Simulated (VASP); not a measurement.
Here is a VASP 6.6.1 calculation.

File POSCAR:

```
MgS
1.0
    0.0000000000      2.8308768412      2.8874943781
    2.8308768412      0.0000000000      2.8874943781
    2.8308768412      2.8308768412      0.0000000000
Mg S
1 1
Direct
    0.0000000000      0.0000000000      0.0000000000
    0.2500000000      0.2500000000      0.2500000000
```

File INCAR.step1:

```
ALGO     = Normal         # electronic algorithm
EDIFF    = 1E-5           # SCF threshold, eV
ENCUT    = 520            # plane-wave cutoff, eV
GGA      = PE             # functional
ISIF     = 2              # what is computed and relaxed
ISMEAR   = 0              # smearing method
LASPH    = True           # aspherical terms in the spheres
LCHARG   = False          # write CHGCAR
LREAL    = False          # projectors in reciprocal space
LWAVE    = True           # write WAVECAR
NBANDS   = 11             # bands
NELM     = 100            # most SCF steps
PREC     = Accurate       # precision mode
SIGMA    = 0.01           # smearing width, eV
```

The input INCAR.step2:

```
ALGO     = Normal         # electronic algorithm
EDIFF    = 1E-6           # SCF threshold, eV
ENCUT    = 520            # plane-wave cutoff, eV
GGA      = PE             # functional
HFSCREEN = 0.2079         # screening, 1/A
ISIF     = 2              # what is computed and relaxed
ISMEAR   = 0              # smearing method
ISTART   = 1            
LASPH    = True           # aspherical terms in the spheres
LCHARG   = False          # write CHGCAR
LHFCALC  = True           # exact exchange
LREAL    = False          # projectors in reciprocal space
LWAVE    = False          # write WAVECAR
NBANDS   = 11             # bands
NELM     = 100            # most SCF steps
PREC     = Accurate       # precision mode
PRECFOCK = Normal       
SIGMA    = 0.01           # smearing width, eV
```

The input KPOINTS:

```
k-points
0
Gamma
  6 6 6
```

Potentials or basis: VASP PAW PBE potentials, release 64 (Mg, S).

Run with:

```console
$ cat potpaw_PBE.64/Mg/POTCAR potpaw_PBE.64/S/POTCAR > POTCAR
$ cp INCAR.step1 INCAR
$ mpirun -np 1 vasp_std > vasp.out
$ cp INCAR.step2 INCAR
$ mpirun -np 1 vasp_std > vasp.out
```

(1) Estimate the band gap on the k mesh.

(2) Estimate the pressure.

Answers

(1) 4.39 eV.

(2) -1.3 GPa.

Caveat: the cell differs from its parent crystal (uniaxial z strain +2.0%); the PAW data sets were made with another functional, which shifts forces and pressure a little.
